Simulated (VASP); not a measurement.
# Hg (R-3m) in VASP: single point with PBE

Aim: the single point of Hg with PBE.

All numbers are computed with VASP 6.6.1; they aren't measurements. Logs are shortened: lines on timing, memory, paths and dates and some standing lists are left out, and cuts for length are marked.

## (1) The cell of the first run

The structure is trigonal, space group R-3m (No. 166). Conventional cell: a = 3.883 Å, b = 3.883 Å, c = 6.552 Å, α = 90.00°, β = 90.00°, γ = 120.00°. Within 4.1 Å of Hg (site symmetry -3m) lie 12 Hg at 3.13 to 3.88 Å.

## (2) Single point, PBE

INCAR

```
SYSTEM = Hg
PREC = Accurate ; ENCUT = 520
EDIFF = 1E-7 ; ISMEAR = 0
SIGMA = 0.05 ; LREAL = .FALSE.
LASPH = .TRUE. ; NELM = 80
ALGO = Normal ; ISIF = 2
LWAVE = .FALSE. ; LCHARG = .TRUE.
GGA = PE ; LELF = .TRUE.
LVHAR = .TRUE. ; NBANDS = 12
```

KPOINTS

```
regular mesh
0
G
  8 8 8
  0 0 0
```

POSCAR

```
Hg
1.0
    1.9413697812      1.1208503658      2.1840865515
   -1.9413697812      1.1208503658      2.1840865515
    0.0000000000     -2.2417007315      2.1840865515
Hg
1
Direct
    0.0000000000      0.0000000000      0.0000000000
```

Potentials or basis: VASP PAW PBE potentials, release 64 (Hg).

Command:

```
cat potpaw_PBE.64/Hg/POTCAR > POTCAR
mpirun -np 1 vasp_std > vasp.out
```

OUTCAR:

```text
SYSTEM = Hg
   PREC = Accurate
   ENCUT = 520
   EDIFF = 1E-7
   ISMEAR = 0
   LREAL = .FALSE.
   LASPH = .TRUE.
   NELM = 80
   ISIF = 2
   GGA = PE

 ion  position               nearest neighbor table
   1  0.000  0.000  0.000-

  LATTYP: Found a trigonal (rhomboedric) cell.
 ALAT       =     3.1297693580
 COS(alpha) =     0.2304765521

  Lattice vectors:

 A1 = (   1.9413697812,   1.1208503658,   2.1840865515)
 A2 = (  -1.9413697812,   1.1208503658,   2.1840865515)
 A3 = (   0.0000000000,  -2.2417007315,   2.1840865515)

Analysis of symmetry for initial positions (statically):
=====================================================================
 Subroutine PRICEL returns:
 Original cell was already a primitive cell.

 Routine SETGRP: Setting up the symmetry group for a
 trigonal (rhombohedral) supercell.

 Subroutine GETGRP returns: Found 12 space group operations
 (whereof 12 operations were pure point group operations)
 out of a pool of 12 trial point group operations.

The static configuration has the point symmetry D_3d.

Analysis of symmetry for dynamics (positions and initial velocities):
=====================================================================
 Subroutine PRICEL returns:
 Original cell was already a primitive cell.

 Routine SETGRP: Setting up the symmetry group for a
 trigonal (rhombohedral) supercell.

 Subroutine GETGRP returns: Found 12 space group operations
 (whereof 12 operations were pure point group operations)
 out of a pool of 12 trial point group operations.

The dynamic configuration has the point symmetry D_3d.

 Subroutine INISYM returns: Found 12 space group operations
 (whereof 12 operations are pure point group operations),
 and found     1 'primitive' translations

----------------------------------------------------------------------------------------

                                     Primitive cell

  volume of cell :      28.5152

  direct lattice vectors                    reciprocal lattice vectors
     1.941369781  1.120850366  2.184086552     0.257550110  0.148696625  0.152619104
    -1.941369781  1.120850366  2.184086552    -0.257550110  0.148696625  0.152619104
     0.000000000 -2.241700731  2.184086552     0.000000000 -0.297393250  0.152619104

  length of vectors
     3.129769358  3.129769358  3.129769358     0.334268360  0.334268360  0.334268360

  position of ions in fractional coordinates (direct lattice)
[... 83 lines left out ...]
   ISIF   =      2    stress and relaxation
   ISYM   =      2    0-nonsym 1-usesym 2-fastsym
   POTIM  = 0.5000    time-step for ionic-motion
   TEBEG  =    0.0;   TEEND  =   0.0 temperature during run
   PSTRESS=    0.0 pullay stress
   NELECT =      12.0000    total number of electrons
   NUPDOWN=      -1.0000    fix difference up-down
   EMIN   =  10.00;   EMAX   =-10.00  energy-range for DOS
   EFERMI =   0.00;   METHOD = LEGACY
   ISMEAR =     0;   SIGMA  =   0.05  broadening in eV -4-tet -1-fermi 0-gaus
   EFERMI_NEDOS =   21; number of points for ismear=-14 and -15
   IALGO  =     38    algorithm
   IMIX   =      4    mixing-type and parameters
     AMIX     =   0.40;   BMIX     =  1.00
     AMIX_MAG =   1.60;   BMIX_MAG =  1.00
  volume/ion in A,a.u.               =      28.52       192.43
  Fermi-wavevector in a.u.,A,eV,Ry     =   1.226807  2.318329 20.477522  1.505055
  Thomas-Fermi vector in A             =   2.361794
   LORBIT       =      0    0 simple, 1 ext, 2 COOP (PROOUT), +10 PAW based schemes
   GGA     = PE    functional components
   LHFCALC =     F    Hartree Fock is set to
   AEXX    =    0.0000 exact exchange contribution
   IVDW    =     0    specifies the selected vdW correction
   LEPSILON=     F    determine dielectric tensor
   LRPA    =     F    only Hartree local field effects (RPA)
 non-spin polarized calculation
 Gauss-broadening in eV      SIGMA  =   0.05
  energy-cutoff  :      520.00
  volume of cell :       28.52
 maximum number of plane-waves:       779
   NGX = 11   NGY = 11   NGZ = 11

 number of electron      11.9999999 magnetization

 Free energy of the ion-electron system (eV)
  ---------------------------------------------------
  ext. energy  EPLUGINS =         0.00000000
  ---------------------------------------------------
  free energy    TOTEN  =        -0.17403830 eV

  energy without entropy =       -0.17367366  energy(sigma->0) =       -0.17385598

 E-fermi :   1.6012     XC(G=0):  -9.7868

 val. band max:        1.5827253672   @ k =   0.5000   0.5000   0.0000
 cond. band min:       1.7327056269   @ k =  -0.3750   0.5000   0.2500
 fundamental gap:      0.1499802597
 Fermi energy:         1.6011596277

 k-point     1 :       0.0000    0.0000    0.0000
  band No.  band energies     occupation
      1      -6.3807      2.00000
      2      -5.8638      2.00000
      3      -5.8638      2.00000
      4      -4.4879      2.00000
      5      -4.4879      2.00000
      6      -4.4745      2.00000
      7      11.8920      0.00000
      8      11.8920      0.00000
      9      12.1986      0.00000
     10      15.5224      0.00000
     11      17.0252      0.00000
     12      17.0252      0.00000
[... 331 lines left out ...]
 k-point    24 :       0.3750    0.1250    0.1250
  band No.  band energies     occupation
      1      -5.5776      2.00000
      2      -5.5682      2.00000
      3      -4.9020      2.00000
      4      -4.8742      2.00000
      5      -4.6296      2.00000
      6      -3.1649      2.00000
      7       4.0569      0.00000
      8      13.3211      0.00000
      9      13.6902      0.00000
     10      15.1712      0.00000
     11      16.0417      0.00000
     12      17.4377      0.00000

 [... further k-points ...]

------------------------ aborting loop because EDIFF is reached ----------------------------------------

  FORCE on cell =-STRESS in cart. coord.  units (eV):
  Direction    XX          YY          ZZ          XY          YZ          ZX
  --------------------------------------------------------------------------------------
  -------------------------------------------------------------------------------------
  Total        0.0172928      0.0172928      0.0440063     -0.0000000      0.0000000      0.0000000
  in kB        0.9716229      0.9716229      2.4725672     -0.0000000      0.0000000      0.0000000
  external PRESSURE =       1.4719377 kB  Pullay stress =       0.0000000 kB

 VOLUME and BASIS-vectors are now :
 -----------------------------------------------------------------------------
  energy-cutoff  :      520.00
  volume of cell :       28.52
      direct lattice vectors                 reciprocal lattice vectors
     1.941369781  1.120850366  2.184086552     0.257550110  0.148696625  0.152619104
    -1.941369781  1.120850366  2.184086552    -0.257550110  0.148696625  0.152619104
     0.000000000 -2.241700731  2.184086552     0.000000000 -0.297393250  0.152619104

 POSITION                                       TOTAL-FORCE (eV/Angst)
 -----------------------------------------------------------------------------------
      0.00000      0.00000      0.00000         0.000000      0.000000     -0.000000
 -----------------------------------------------------------------------------------
    total drift:                                0.000000     -0.000000      0.000000

  FREE ENERGIE OF THE ION-ELECTRON SYSTEM (eV)
  ---------------------------------------------------
  free  energy   TOTEN  =        -0.1740382987 eV

  energy  without entropy=       -0.1736736603  energy(sigma->0) =       -0.17385598
```

Wall time 18 s (1 thread of Intel Xeon 8259CL, shared host); peak memory 0.15 GiB.

Results:

| Property | Result |
| --- | --- |
| Free energy | -0.1740 eV |
| Pressure | 0.1 GPa |
| Band gap on the k mesh | zero (bands 6 and 7 overlap by 2.65 eV) |

Stress tensor (GPa, compression positive):
```
0.10 0.00 0.00
0.00 0.10 0.00
0.00 0.00 0.25
```

Caveat: spin-orbit coupling is left out, which moves the levels of the heavy elements.
